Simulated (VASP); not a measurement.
# Pt (P2_1/m) in VASP: notebook

Runs on Pt. Level: PBEsol. Tasks: single point.

All numbers are computed with VASP 6.6.1; they aren't measurements. Logs are shortened: lines on timing, memory, paths and dates and some standing lists are left out, and cuts for length are marked.

### Step 1. The cell of the first run

It takes space group P2_1/m (No. 11, monoclinic). Conventional cell: a = 2.770 Å, b = 3.918 Å, c = 2.770 Å, α = 90.00°, β = 90.00°, γ = 90.00°. Within 3.5 Å of Pt (site symmetry m) lie 12 Pt at 2.68 to 2.87 Å.

### Step 2. Single point, PBEsol (mode 4 frozen in at -0.067 Å and mode 5 at -0.022 Å (largest displacements))

INCAR

```
SYSTEM = Pt
PREC = Accurate ; ENCUT = 520
EDIFF = 1E-6 ; ISMEAR = 0
SIGMA = 0.15 ; LREAL = .False.
LASPH = .True. ; NELM = 80
ALGO = Fast ; ISIF = 2
LWAVE = .False. ; LCHARG = .True.
GGA = PS ; LELF = .True.
LVHAR = .True. ; NBANDS = 17
```

KPOINTS

```
regular mesh
0
Gamma
  16 16 12
  0 0 0
```

POSCAR

```
Pt
1.0
    0.0000000000     -1.9589709029     -1.9589709029
    0.0000000000      1.9589709029     -1.9589709029
    3.9179418058      0.0000000000      0.0000000000
Pt
2
Direct
    0.5226649615      0.4886675193      0.5000000000
   -0.0226649615      0.0113324807      0.0000000000
```

Potentials or basis: VASP PAW PBE potentials, release 64 (Pt).

The run is started by

```
$ cat potpaw_PBE.64/Pt/POTCAR > POTCAR
$ mpirun -np 1 vasp_std > vasp.out
```

OUTCAR:

```text
SYSTEM = Pt
   PREC = Accurate
   ENCUT = 520
   EDIFF = 1E-6
   ISMEAR = 0
   LREAL = .False.
   LASPH = .True.
   NELM = 80
   ISIF = 2
   GGA = PS

 ion  position               nearest neighbor table
   1  0.523  0.489  0.500-   2 2.68   2 2.68   2 2.74   2 2.74   2 2.81   2 2.81   2 2.87   2 2.87

   2  0.977  0.011  0.000-   1 2.68   1 2.68   1 2.74   1 2.74   1 2.81   1 2.81   1 2.87   1 2.87

  LATTYP: Found a simple tetragonal cell.
 ALAT       =     2.7704032192
 C/A-ratio  =     1.4142135624

  Lattice vectors:

 A1 = (   0.0000000000,  -1.9589709029,  -1.9589709029)
 A2 = (   0.0000000000,   1.9589709029,  -1.9589709029)
 A3 = (   3.9179418058,   0.0000000000,   0.0000000000)

Analysis of symmetry for initial positions (statically):
=====================================================================
 Subroutine PRICEL returns:
 Original cell was already a primitive cell.

 Routine SETGRP: Setting up the symmetry group for a
 simple tetragonal supercell.

 Subroutine GETGRP returns: Found  4 space group operations
 (whereof  2 operations were pure point group operations)
 out of a pool of 16 trial point group operations.

The static configuration has the point symmetry C_1h.
 The point group associated with its full space group is C_2h.

Analysis of symmetry for dynamics (positions and initial velocities):
=====================================================================
 Subroutine PRICEL returns:
 Original cell was already a primitive cell.

 Routine SETGRP: Setting up the symmetry group for a
 simple tetragonal supercell.

 Subroutine GETGRP returns: Found  4 space group operations
 (whereof  2 operations were pure point group operations)
 out of a pool of 16 trial point group operations.

The dynamic configuration has the point symmetry C_1h.
 The point group associated with its full space group is C_2h.

 Subroutine INISYM returns: Found  4 space group operations
 (whereof  2 operations are pure point group operations),
 and found     1 'primitive' translations

----------------------------------------------------------------------------------------

                                     Primitive cell

  volume of cell :      30.0707

  direct lattice vectors                    reciprocal lattice vectors
     0.000000000 -1.958970903 -1.958970903     0.000000000 -0.255236052 -0.255236052
     0.000000000  1.958970903 -1.958970903     0.000000000  0.255236052 -0.255236052
     3.917941806  0.000000000  0.000000000     0.255236052  0.000000000  0.000000000

  length of vectors
     2.770403219  2.770403219  3.917941806     0.360958287  0.360958287  0.255236052

  position of ions in fractional coordinates (direct lattice)
     0.522664961  0.488667519  0.500000000
     0.977335039  0.011332481  0.000000000

  ion indices of the primitive-cell ions
   primitive index   ion index
                 1           1
                 2           2

----------------------------------------------------------------------------------------

 KPOINTS: regular mesh

Automatic generation of k-mesh.
 Grid dimensions read from file:
 generate k-points for:   16   16   12

 Generating k-lattice:

  Cartesian coordinates                     Fractional coordinates (reciprocal lattice)
     0.000000000 -0.015952253 -0.015952253     0.062500000  0.000000000  0.000000000
     0.000000000  0.015952253 -0.015952253     0.000000000  0.062500000  0.000000000
     0.021269671  0.000000000  0.000000000     0.000000000  0.000000000  0.083333333

  Length of vectors
     0.022559893  0.022559893  0.021269671

  Shift w.r.t. Gamma in fractional coordinates (k-lattice)
     0.000000000  0.000000000  0.000000000

 Subroutine IBZKPT returns following result:
 ===========================================

 Found    910 irreducible k-points:

 Following reciprocal coordinates:
            Coordinates               Weight
  0.000000  0.000000  0.000000      1.000000
  0.062500  0.000000  0.000000      2.000000
  0.000000  0.062500  0.000000      2.000000
  0.125000  0.000000  0.000000      2.000000
  0.000000  0.125000  0.000000      2.000000
  0.187500  0.000000  0.000000      2.000000
[... 16 lines left out ...]
  0.062500  0.125000  0.000000      2.000000
  0.187500  0.062500  0.000000      2.000000
 [... further k-points ...]
   k-points           NKPTS =    910   k-points in BZ     NKDIM =    910   number of bands    NBANDS=     17
   number of dos      NEDOS =    301   number of ions     NIONS =      2
   total plane-waves  NPLWV =  17280
   dimension x,y,z NGX =    24 NGY =   24 NGZ =   30
   dimension x,y,z NGXF=    48 NGYF=   48 NGZF=   60
   ions per type =               2
   NGX,Y,Z   is equivalent  to a cutoff of  14.40, 14.40, 12.73 a.u.
   NGXF,Y,Z  is equivalent  to a cutoff of  28.80, 28.80, 25.46 a.u.
 SYSTEM =  Pt
   PREC   = accura    normal or accurate (medium, high low for compatibility)
   ISTART =      0    job   : 0-new  1-cont  2-samecut
   ICHARG =      2    charge: 1-file 2-atom 10-const
   ISPIN  =      1    spin polarized calculation?
   LNONCOLLINEAR =      F non collinear calculations
   LSORBIT =      F    spin-orbit coupling
   LASPH  =      T    aspherical Exc in radial PAW
   ENCUT  =  520.0 eV  38.22 Ry    6.18 a.u.   5.15  5.15  7.28*2*pi/ulx,y,z
   NELM   =     80;   NELMIN=  2; NELMDL= -5     # of ELM steps
   EDIFF  = 0.1E-05   stopping-criterion for ELM
   LREAL  =      F    real-space projection
   EDIFFG = 0.1E-04   stopping-criterion for IOM
   NSW    =      0    number of steps for IOM
   IBRION =     -1    ionic relax: 0-MD 1-quasi-New 2-CG
   NFREE  =      0    steps in history (QN), initial steepest desc. (CG)
   ISIF   =      2    stress and relaxation
   ISYM   =      2    0-nonsym 1-usesym 2-fastsym
   POTIM  = 0.5000    time-step for ionic-motion
   TEBEG  =    0.0;   TEEND  =   0.0 temperature during run
   PSTRESS=    0.0 pullay stress
   NELECT =      20.0000    total number of electrons
   NUPDOWN=      -1.0000    fix difference up-down
   EMIN   =  10.00;   EMAX   =-10.00  energy-range for DOS
   EFERMI =   0.00;   METHOD = LEGACY
   ISMEAR =     0;   SIGMA  =   0.15  broadening in eV -4-tet -1-fermi 0-gaus
   EFERMI_NEDOS =   21; number of points for ismear=-14 and -15
   IALGO  =     68    algorithm
   IMIX   =      4    mixing-type and parameters
     AMIX     =   0.40;   BMIX     =  1.00
     AMIX_MAG =   1.60;   BMIX_MAG =  1.00
  volume/ion in A,a.u.               =      15.04       101.46
  Fermi-wavevector in a.u.,A,eV,Ry     =   1.429015  2.700447 27.784245  2.042084
  Thomas-Fermi vector in A             =   2.549015
   LORBIT       =      0    0 simple, 1 ext, 2 COOP (PROOUT), +10 PAW based schemes
   GGA     = PS    functional components
   LHFCALC =     F    Hartree Fock is set to
   AEXX    =    0.0000 exact exchange contribution
   IVDW    =     0    specifies the selected vdW correction
   LEPSILON=     F    determine dielectric tensor
   LRPA    =     F    only Hartree local field effects (RPA)
 non-spin polarized calculation
 RMM-DIIS sequential band-by-band and
 Gauss-broadening in eV      SIGMA  =   0.15
  energy-cutoff  :      520.00
  volume of cell :       30.07
 maximum number of plane-waves:       830
 NGX is ok and might be reduce to    24
   NGX = 11   NGY = 11   NGZ = 15

 number of electron      20.0000001 magnetization

 Free energy of the ion-electron system (eV)
  ---------------------------------------------------
  ext. energy  EPLUGINS =         0.00000000
  ---------------------------------------------------
  free energy    TOTEN  =       -13.88916191 eV

  energy without entropy =      -13.84495876  energy(sigma->0) =      -13.86706034

 E-fermi :  11.1589     XC(G=0): -13.6421

 val. band max:       11.1588506795   @ k =   0.5000   0.0000   0.5000
 cond. band min:      11.1590672938   @ k =  -0.2500   0.1250  -0.1667
 fundamental gap:      0.0002166143
 Fermi energy:        11.1588640264

 k-point     1 :       0.0000    0.0000    0.0000
  band No.  band energies     occupation
      1       0.8266      2.00000
      2       4.0080      2.00000
      3       4.5020      2.00000
      4       7.2702      2.00000
      5       7.2877      2.00000
      6       7.3933      2.00000
[... 9 lines left out ...]
     16      25.9408      0.00000
     17      30.7936      0.00000

 k-point     2 :       0.0625    0.0000    0.0000
  band No.  band energies     occupation
      1       0.9317      2.00000
      2       4.0802      2.00000
      3       4.5729      2.00000
      4       7.2797      2.00000
      5       7.3433      2.00000
      6       7.3639      2.00000
[... 9 lines left out ...]
     16      26.1036      0.00000
     17      30.2290      0.00000

 k-point     3 :       0.0000    0.0625    0.0000
  band No.  band energies     occupation
      1       0.9322      2.00000
      2       4.0873      2.00000
      3       4.5658      2.00000
      4       7.2223      2.00000
      5       7.3392      2.00000
      6       7.4203      2.00000
[... 9 lines left out ...]
     16      26.0974      0.00000
     17      30.2804      0.00000

 k-point     4 :       0.1250    0.0000    0.0000
  band No.  band energies     occupation
      1       1.2404      2.00000
      2       4.2678      2.00000
      3       4.7982      2.00000
      4       7.1603      2.00000
      5       7.4354      2.00000
      6       7.4926      2.00000
[... 9 lines left out ...]
     16      26.5619      0.00000
     17      29.1448      0.00000
[... 343 lines left out ...]
      1       1.3442      2.00000
      2       4.3561      2.00000
      3       4.8526      2.00000
      4       7.0685      2.00000
      5       7.4987      2.00000
      6       7.5547      2.00000
[... 9 lines left out ...]
     16      26.7341      0.00000
     17      29.2845      0.00000

 k-point    23 :       0.0625    0.1250    0.0000
  band No.  band energies     occupation
      1       1.3454      2.00000
      2       4.3743      2.00000
      3       4.8305      2.00000
      4       6.9640      2.00000
      5       7.5388      2.00000
      6       7.6211      2.00000
[... 9 lines left out ...]
     16      26.6863      0.00000
     17      29.2951      0.00000

 k-point    24 :       0.1875    0.0625    0.0000
  band No.  band energies     occupation
      1       1.8321      2.00000
      2       4.6057      2.00000
      3       5.2248      2.00000
      4       6.7970      2.00000
      5       7.7405      2.00000
      6       7.7568      2.00000
[... 9 lines left out ...]
     16      27.3602      0.00000
     17      28.1480      0.00000

 [... further k-points ...]
[... 5 lines left out ...]
  --------------------------------------------------------------------------------------
  -------------------------------------------------------------------------------------
  Total        0.4118670      0.2502939     -0.0282852      0.0000000     -0.0536765      0.0000000
  in kB       21.9443984     13.3357353     -1.5070460      0.0000000     -2.8598992      0.0000000
  external PRESSURE =      11.2576959 kB  Pullay stress =       0.0000000 kB

 VOLUME and BASIS-vectors are now :
 -----------------------------------------------------------------------------
  energy-cutoff  :      520.00
  volume of cell :       30.07
      direct lattice vectors                 reciprocal lattice vectors
     0.000000000 -1.958970903 -1.958970903     0.000000000 -0.255236052 -0.255236052
     0.000000000  1.958970903 -1.958970903     0.000000000  0.255236052 -0.255236052
     3.917941806  0.000000000  0.000000000     0.255236052  0.000000000  0.000000000

 POSITION                                       TOTAL-FORCE (eV/Angst)
 -----------------------------------------------------------------------------------
      1.95897     -0.06660     -1.98117         0.000000      0.793067      0.222485
      0.00000     -1.89237     -1.93677         0.000000     -0.793067     -0.222485
 -----------------------------------------------------------------------------------
    total drift:                                0.000000     -0.000000      0.000000

  FREE ENERGIE OF THE ION-ELECTRON SYSTEM (eV)
  ---------------------------------------------------
  free  energy   TOTEN  =       -13.8891619129 eV

  energy  without entropy=      -13.8449587591  energy(sigma->0) =      -13.86706034
```

Wall time 4.8 min (1 thread of Intel Xeon Platinum 8259CL at 2.50GHz (Skylake/Cascade Lake), shared host); peak memory 0.47 GiB.

Results:

| Item | Value |
| --- | --- |
| Free energy | -13.8892 eV |
| Pressure | 1.1 GPa |
| Largest force | 0.824 eV/Å |
| Band gap on the k mesh | zero (band 10 reaches 11.68 eV, above the bottom of band 11 at 10.24 eV) |

Forces in eV/Å, atoms in the order of the input:
```
Pt   0.000  0.793  0.222
Pt   0.000 -0.793 -0.222
```

Caveat: the cell differs from its parent crystal (mode 4 frozen in at -0.067 Å and mode 5 at -0.022 Å (largest displacements)); the PAW data sets were made with another functional, which shifts forces and pressure a little; spin-orbit coupling is left out, which moves the levels of the heavy elements.

[end of part 1 of 2]
